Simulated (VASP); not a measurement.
Here is a VASP 6.6.1 calculation.

The input POSCAR:

```
O
1.0
    1.7989567190      0.0000000000      0.0000000000
    0.0000000000      1.7989567190      0.0000000000
    0.0000000000      0.0000000000      3.0932273310
O
1
Direct
    0.0000000000      0.0000000000      0.0000000000
```

The input INCAR.step1:

```
SYSTEM = O
  ALGO = Normal
  EDIFF = 1E-5
  ENCUT = 660
  GGA = PE
  GGA_COMPAT = .FALSE.
  ISMEAR = -1
  LASPH = .TRUE.
  LCHARG = .FALSE.
  LREAL = .FALSE.
  LWAVE = .TRUE.
  NBANDS = 9
  NELM = 120
  PREC = Accurate
  SIGMA = 0.1
```

The input INCAR.step2:

```
SYSTEM = O
  ALGO = Normal
  EDIFF = 1E-6
  ENCUT = 660
  GGA_COMPAT = .FALSE.
  ISIF = 2
  ISMEAR = -1
  ISTART = 1
  LASPH = .TRUE.
  LCHARG = .TRUE.
  LELF = .TRUE.
  LMIXTAU = .TRUE.
  LREAL = .FALSE.
  LVHAR = .TRUE.
  LWAVE = .FALSE.
  METAGGA = R2SCAN
  NBANDS = 9
  NELM = 120
  PREC = Accurate
  SIGMA = 0.1
```

The input KPOINTS:

```
k-points
0
G
  13 13 8
  0 0 0
```

Potentials or basis: VASP PAW PBE potentials, release 64 (O).

Launch:

```console
$ cat potpaw_PBE.64/O/POTCAR > POTCAR
$ cp INCAR.step1 INCAR
$ mpirun -np 1 vasp_std > vasp.out
$ cp INCAR.step2 INCAR
$ mpirun -np 1 vasp_std > vasp.out
```

Task: Predict the pressure.

Result: -6.2 GPa.

Task: Predict the band gap on the k mesh.

Result: Zero (bands 3 and 4 overlap by 5.46 eV).

Stress tensor (GPa, compression positive):
```
-9.20  0.00  0.00
 0.00 -9.20  0.00
 0.00  0.00 -0.33
```

Caveat: the stress differs along the axes, from -9 to -0 GPa; the PAW data sets were made with another functional, which shifts forces and pressure a little.
